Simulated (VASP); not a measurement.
# Rb (Im-3m) in VASP: settings compared, part 3 of 3

VASP 6.6.1.

## Step 5: Single point, rpbe exchange, lyp correlation (82.76 Å³/atom)

This run uses another cell than the first one, of 82.76 Å³/atom.

The input, INCAR:

```
SYSTEM = Rb
PREC = Accurate
ENCUT = 500
EDIFF = 1E-6
ISMEAR = -1
SIGMA = 0.01
LREAL = .False.
LASPH = .True.
NELM = 120
ALGO = Normal
ISIF = 2
LWAVE = .False.
LCHARG = .True.
GGA = LIBXC
LIBXC1 = GGA_X_RPBE
LIBXC2 = GGA_C_LYP
LELF = .True.
LVHAR = .True.
NBANDS = 10
GGA_COMPAT = .False.
```

The input, KPOINTS:

```
regular mesh
0
Gamma
  7 7 7
  0 0 0
```

The input, POSCAR:

```
Rb
1.0
   -2.7452900697      2.7452900697      2.7452900697
    2.7452900697     -2.7452900697      2.7452900697
    2.7452900697      2.7452900697     -2.7452900697
Rb
1
Direct
    0.0000000000      0.0000000000      0.0000000000
```

Launch:

```sh
> cat potpaw_PBE.64/Rb_sv/POTCAR > POTCAR
> mpirun -np 1 vasp_std > vasp.out
```

Wall time 12 s (1 thread of Intel Xeon Platinum 8259CL at 2.50GHz (Skylake/Cascade Lake), shared host); peak memory 0.2 GiB.

Results (log left out):

* Free energy: -0.4906 eV
* Pressure: 0.7 GPa
* Band gap on the k mesh: zero (an odd number of electrons rules out a gap without spin polarisation)

Levels at points of the mesh, in eV from the Fermi level:
| k point | band 3 | band 4 | band 5 | band 6 | band 7 | band 8 |
| --- | --- | --- | --- | --- | --- | --- |
| (0.00, 0.00, 0.00) | -13.06 | -13.06 | -2.07 | 3.62 | 3.62 | 3.62 |

Caveat: the PAW data sets were made with another functional, which shifts forces and pressure a little.

## Step 6: Single point, rpbe exchange, lyp correlation (84.52 Å³/atom)

This run uses another cell than the first one, of 84.52 Å³/atom.

The input, INCAR:

```
SYSTEM = Rb
PREC = Accurate
ENCUT = 500
EDIFF = 1E-6
ISMEAR = -1
SIGMA = 0.01
LREAL = .FALSE.
LASPH = .TRUE.
NELM = 120
ALGO = Normal
ISIF = 2
LWAVE = .FALSE.
LCHARG = .FALSE.
GGA = LIBXC
LIBXC1 = GGA_X_RPBE
LIBXC2 = GGA_C_LYP
NBANDS = 10
GGA_COMPAT = .FALSE.
```

The input, KPOINTS:

```
Automatic mesh
0
G
  7 7 7
  0 0 0
```

The input, POSCAR:

```
Rb
1.0
   -2.7646237353      2.7646237353      2.7646237353
    2.7646237353     -2.7646237353      2.7646237353
    2.7646237353      2.7646237353     -2.7646237353
Rb
1
Direct
    0.0000000000      0.0000000000      0.0000000000
```

Potentials or basis: VASP PAW PBE potentials, release 64 (Rb_sv).

Launch:

```sh
> cat potpaw_PBE.64/Rb_sv/POTCAR > POTCAR
> mpirun -np 1 vasp_std > vasp.out
```

OUTCAR:

```text
SYSTEM = Rb
   PREC = Accurate
   ENCUT = 500
   EDIFF = 1E-6
   ISMEAR = -1
   LREAL = .FALSE.
   LASPH = .TRUE.
   NELM = 120
   ISIF = 2
   GGA = LIBXC

 ion  position               nearest neighbor table
   1  0.000  0.000  0.000-

  LATTYP: Found a body centered cubic cell.
 ALAT       =     5.5292474706

  Lattice vectors:

 A1 = (  -2.7646237353,   2.7646237353,   2.7646237353)
 A2 = (   2.7646237353,  -2.7646237353,   2.7646237353)
 A3 = (   2.7646237353,   2.7646237353,  -2.7646237353)

Analysis of symmetry for initial positions (statically):
=====================================================================
 Subroutine PRICEL returns:
 Original cell was already a primitive cell.

 Routine SETGRP: Setting up the symmetry group for a
 body centered cubic supercell.

 Subroutine GETGRP returns: Found 48 space group operations
 (whereof 48 operations were pure point group operations)
 out of a pool of 48 trial point group operations.

The static configuration has the point symmetry O_h .

Analysis of symmetry for dynamics (positions and initial velocities):
=====================================================================
 Subroutine PRICEL returns:
 Original cell was already a primitive cell.

 Routine SETGRP: Setting up the symmetry group for a
 body centered cubic supercell.

 Subroutine GETGRP returns: Found 48 space group operations
 (whereof 48 operations were pure point group operations)
 out of a pool of 48 trial point group operations.

The dynamic configuration has the point symmetry O_h .

 Subroutine INISYM returns: Found 48 space group operations
 (whereof 48 operations are pure point group operations),
 and found     1 'primitive' translations

----------------------------------------------------------------------------------------

                                     Primitive cell

  volume of cell :      84.5217

  direct lattice vectors                    reciprocal lattice vectors
    -2.764623735  2.764623735  2.764623735     0.000000000  0.180856438  0.180856438
     2.764623735 -2.764623735  2.764623735     0.180856438  0.000000000  0.180856438
     2.764623735  2.764623735 -2.764623735     0.180856438  0.180856438  0.000000000

  length of vectors
     4.788468773  4.788468773  4.788468773     0.255769627  0.255769627  0.255769627

  position of ions in fractional coordinates (direct lattice)
     0.000000000  0.000000000  0.000000000

  ion indices of the primitive-cell ions
   primitive index   ion index
                 1           1

----------------------------------------------------------------------------------------

 KPOINTS: Automatic mesh

Automatic generation of k-mesh.
 Grid dimensions read from file:
 generate k-points for:    7    7    7

 Generating k-lattice:

  Cartesian coordinates                     Fractional coordinates (reciprocal lattice)
     0.000000000  0.025836634  0.025836634     0.142857143  0.000000000  0.000000000
     0.025836634  0.000000000  0.025836634     0.000000000  0.142857143  0.000000000
     0.025836634  0.025836634  0.000000000     0.000000000  0.000000000  0.142857143

  Length of vectors
     0.036538518  0.036538518  0.036538518

  Shift w.r.t. Gamma in fractional coordinates (k-lattice)
     0.000000000  0.000000000  0.000000000

 Subroutine IBZKPT returns following result:
 ===========================================

 Found     20 irreducible k-points:

 Following reciprocal coordinates:
            Coordinates               Weight
  0.000000  0.000000  0.000000      1.000000
  0.142857  0.000000  0.000000     12.000000
  0.285714  0.000000  0.000000     12.000000
  0.428571  0.000000  0.000000     12.000000
  0.142857  0.142857  0.000000     24.000000
  0.285714  0.142857  0.000000     48.000000
[... 12 lines left out ...]
 -0.428571 -0.428571  0.285714      8.000000
 -0.428571  0.428571  0.428571      6.000000
   k-points           NKPTS =     20   k-points in BZ     NKDIM =     20   number of bands    NBANDS=     10
   number of dos      NEDOS =    301   number of ions     NIONS =      1
   total plane-waves  NPLWV =  46656
   dimension x,y,z NGX =    36 NGY =   36 NGZ =   36
   dimension x,y,z NGXF=    72 NGYF=   72 NGZF=   72
   ions per type =               1
   NGX,Y,Z   is equivalent  to a cutoff of  12.50, 12.50, 12.50 a.u.
   NGXF,Y,Z  is equivalent  to a cutoff of  25.00, 25.00, 25.00 a.u.
 SYSTEM =  Rb
   PREC   = accura    normal or accurate (medium, high low for compatibility)
   ISTART =      0    job   : 0-new  1-cont  2-samecut
   ICHARG =      2    charge: 1-file 2-atom 10-const
   ISPIN  =      1    spin polarized calculation?
   LNONCOLLINEAR =      F non collinear calculations
   LSORBIT =      F    spin-orbit coupling
   LASPH  =      T    aspherical Exc in radial PAW
   ENCUT  =  500.0 eV  36.75 Ry    6.06 a.u.   8.73  8.73  8.73*2*pi/ulx,y,z
   NELM   =    120;   NELMIN=  2; NELMDL= -5     # of ELM steps
   EDIFF  = 0.1E-05   stopping-criterion for ELM
   LREAL  =      F    real-space projection
   EDIFFG = 0.1E-04   stopping-criterion for IOM
   NSW    =      0    number of steps for IOM
   IBRION =     -1    ionic relax: 0-MD 1-quasi-New 2-CG
   NFREE  =      0    steps in history (QN), initial steepest desc. (CG)
   ISIF   =      2    stress and relaxation
   ISYM   =      2    0-nonsym 1-usesym 2-fastsym
   POTIM  = 0.5000    time-step for ionic-motion
   TEBEG  =    0.0;   TEEND  =   0.0 temperature during run
   PSTRESS=    0.0 pullay stress
   NELECT =       9.0000    total number of electrons
   NUPDOWN=      -1.0000    fix difference up-down
   EMIN   =  10.00;   EMAX   =-10.00  energy-range for DOS
   EFERMI =   0.00;   METHOD = LEGACY
   ISMEAR =    -1;   SIGMA  =   0.01  broadening in eV -4-tet -1-fermi 0-gaus
   EFERMI_NEDOS =   21; number of points for ismear=-14 and -15
   IALGO  =     38    algorithm
   IMIX   =      4    mixing-type and parameters
     AMIX     =   0.40;   BMIX     =  1.00
     AMIX_MAG =   1.60;   BMIX_MAG =  1.00
  volume/ion in A,a.u.               =      84.52       570.38
  Fermi-wavevector in a.u.,A,eV,Ry     =   0.775949  1.466330  8.192017  0.602096
  Thomas-Fermi vector in A             =   1.878323
   LORBIT       =      0    0 simple, 1 ext, 2 COOP (PROOUT), +10 PAW based schemes
   GGA     = LIBXC    functional components
   LHFCALC =     F    Hartree Fock is set to
   AEXX    =    0.0000 exact exchange contribution
   IVDW    =     0    specifies the selected vdW correction
   LEPSILON=     F    determine dielectric tensor
   LRPA    =     F    only Hartree local field effects (RPA)
 non-spin polarized calculation
  energy-cutoff  :      500.00
  volume of cell :       84.52
 maximum number of plane-waves:      2154
   NGX = 17   NGY = 17   NGZ = 17

 number of electron       9.0000000 magnetization

 Free energy of the ion-electron system (eV)
  ---------------------------------------------------
  ext. energy  EPLUGINS =         0.00000000
  ---------------------------------------------------
  free energy    TOTEN  =        -0.49740033 eV

  energy without entropy =       -0.49664651  energy(sigma->0) =       -0.49702342

 E-fermi :   0.6929     XC(G=0):  -5.1494

 val. band max:        0.6807797592   @ k =  -0.2857   0.4286   0.1429
 cond. band min:       0.8254991119   @ k =  -0.4286   0.4286   0.1429
 fundamental gap:      0.1447193527
 Fermi energy:         0.6929121944

 k-point     1 :       0.0000    0.0000    0.0000
  band No.  band energies     occupation
      1     -28.3366      2.00000
      2     -12.3769      2.00000
      3     -12.3769      2.00000
      4     -12.3769      2.00000
      5      -1.3482      2.00000
      6       4.2997      0.00000
      7       4.2997      0.00000
      8       4.2997      0.00000
      9       5.2704      0.00000
     10       5.2704      0.00000

 k-point     2 :       0.1429    0.0000    0.0000
  band No.  band energies     occupation
      1     -28.3355      2.00000
      2     -12.4005      2.00000
      3     -12.3846      2.00000
      4     -12.3769      2.00000
      5      -1.0913      2.00000
      6       3.9209      0.00000
      7       4.0152      0.00000
      8       4.5423      0.00000
      9       5.0109      0.00000
     10       5.2234      0.00000
[... 222 lines left out ...]
 k-point    20 :      -0.4286    0.4286    0.4286
  band No.  band energies     occupation
      1     -28.3264      2.00000
      2     -12.4633      2.00000
      3     -12.4593      2.00000
      4     -12.4593      2.00000
      5       1.7833      0.00000
      6       1.9996      0.00000
      7       3.9142      0.00000
      8       4.1076      0.00000
      9       4.1076      0.00000
     10       6.2610      0.00000

------------------------ aborting loop because EDIFF is reached ----------------------------------------

  FORCE on cell =-STRESS in cart. coord.  units (eV):
  Direction    XX          YY          ZZ          XY          YZ          ZX
  --------------------------------------------------------------------------------------
  -------------------------------------------------------------------------------------
  Total        0.3001005      0.3001005      0.3001005      0.0000000      0.0000000     -0.0000000
  in kB        5.6886494      5.6886494      5.6886494      0.0000000      0.0000000     -0.0000000
  external PRESSURE =       5.6886494 kB  Pullay stress =       0.0000000 kB

 VOLUME and BASIS-vectors are now :
 -----------------------------------------------------------------------------
  energy-cutoff  :      500.00
  volume of cell :       84.52
      direct lattice vectors                 reciprocal lattice vectors
    -2.764623735  2.764623735  2.764623735     0.000000000  0.180856438  0.180856438
     2.764623735 -2.764623735  2.764623735     0.180856438  0.000000000  0.180856438
     2.764623735  2.764623735 -2.764623735     0.180856438  0.180856438  0.000000000

 POSITION                                       TOTAL-FORCE (eV/Angst)
 -----------------------------------------------------------------------------------
      0.00000      0.00000      0.00000        -0.000000      0.000000     -0.000000
 -----------------------------------------------------------------------------------
    total drift:                               -0.000000      0.000000      0.000000

  FREE ENERGIE OF THE ION-ELECTRON SYSTEM (eV)
  ---------------------------------------------------
  free  energy   TOTEN  =        -0.4974003286 eV

  energy  without entropy=       -0.4966465054  energy(sigma->0) =       -0.49702342
```

stdout:

```text
POSCAR found type information on POSCAR Rb
 POSCAR found :  1 types and       1 ions
 scaLAPACK will be used
 -----------------------------------------------------------------------------
|                                                                             |
|                                                                             |
|     You enforced a specific xc type in the INCAR file but a different       |
|     I HOPE YOU KNOW WHAT YOU ARE DOING!                                     |
|                                                                             |
 -----------------------------------------------------------------------------

 LDA part: xc-table for (None,None), standard interpolation
 POSCAR, INCAR and KPOINTS ok, starting setup
 FFT: planning ... GRIDC
 FFT: planning ... GRID_SOFT
 FFT: planning ... GRID
 WAVECAR not read
 entering main loop
```

It took 11 s on 1 thread of Intel Xeon Platinum 8259CL at 2.50GHz (Skylake/Cascade Lake), shared host; peak memory 0.2 GiB.

Results:

| Property | Result |
| --- | --- |
| Free energy | -0.4974 eV |
| Pressure | 0.6 GPa |
| Band gap on the k mesh | zero (an odd number of electrons rules out a gap without spin polarisation) |

Caveat: the PAW data sets were made with another functional, which shifts forces and pressure a little.

## Step 7: Overview

```tsv
task	level	cell	cutoff (eV)	smearing	gap on the mesh (eV)	pressure (GPa)	relaxed volume (Å³/atom)
relaxation of cell and atoms	revPBE	relaxed from a = 4.854 Å, angles 109.5°, 1 atom	600	fermi-dirac 0.05 eV	none	0.0	98.78
relaxation of cell and atoms	revPBE+D3(BJ)	relaxed from a = 4.854 Å, angles 109.5°, 1 atom	600	fermi-dirac 0.05 eV	none	0.0	89.40
relaxation of cell and atoms	revPBE+D4	relaxed from a = 4.854 Å, angles 109.5°, 1 atom	600	fermi-dirac 0.05 eV	none	0.0	93.68
single point	rpbe exchange, lyp correlation	a = 4.755 Å, angles 109.5°, 1 atom	500	fermi-dirac 0.01 eV	none	0.7	-
single point	rpbe exchange, lyp correlation	a = 4.788 Å, angles 109.5°, 1 atom	500	fermi-dirac 0.01 eV	none	0.6	-
```

Alike in all rows: potentials or basis VASP PAW PBE potentials, release 64 (Rb_sv); no spin polarisation; k mesh 7 × 7 × 7.

Caveats: the PAW data sets were made with another functional, which shifts forces and pressure a little.

Total energies depend on the potentials used, so only differences within one code and one set of settings carry meaning.
